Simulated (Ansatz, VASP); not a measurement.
## ScTi2O2 in VASP and in Ansatz

```
Sc Ti O
1.0
     3.02500    0.00000    0.00000
    -1.51250    2.61973    0.00000
     0.00000    0.00000    7.54893
Sc Ti O
1 2 2
Direct
  0.00000 0.00000 0.00000
  0.33333 0.66667 0.34675
  0.66667 0.33333 0.65325
  0.33333 0.66667 0.83192
  0.66667 0.33333 0.16808
```

Change from the starting cell: built by hand: Layered vacancy-ordered rocksalt, anti-La2O3-like stacking (P-3m1, No. 164).

Alike in both runs: task relaxation of cell and atoms; functional PBE; k mesh 12 × 12 × 4; occupations gaussian, width 0.1 eV; no spin polarisation.

|  | VASP | Ansatz |
| --- | --- | --- |
| version | VASP 6.6.1 | Ansatz 0.2.0 |
| potentials or method | VASP PAW PBE potentials, release 64 (Sc_sv, Ti_sv, O), cutoff 600 eV | scalar-relativistic, plane waves, PAW |
| valence electrons in the cell | 47 | 47 |

```tsv
	VASP	Ansatz	Ansatz less VASP
gap on the k mesh at the Fermi level, each at its own relaxed structure (eV)	none	none	-
relaxed volume (Å³/atom)	11.99	11.96	-0.028
relaxed length of the cell vector where the two differ most in proportion (Å)	7.557	7.549	-0.0076
```

A gap of «none» marks a metal or a gap that the smearing closes.
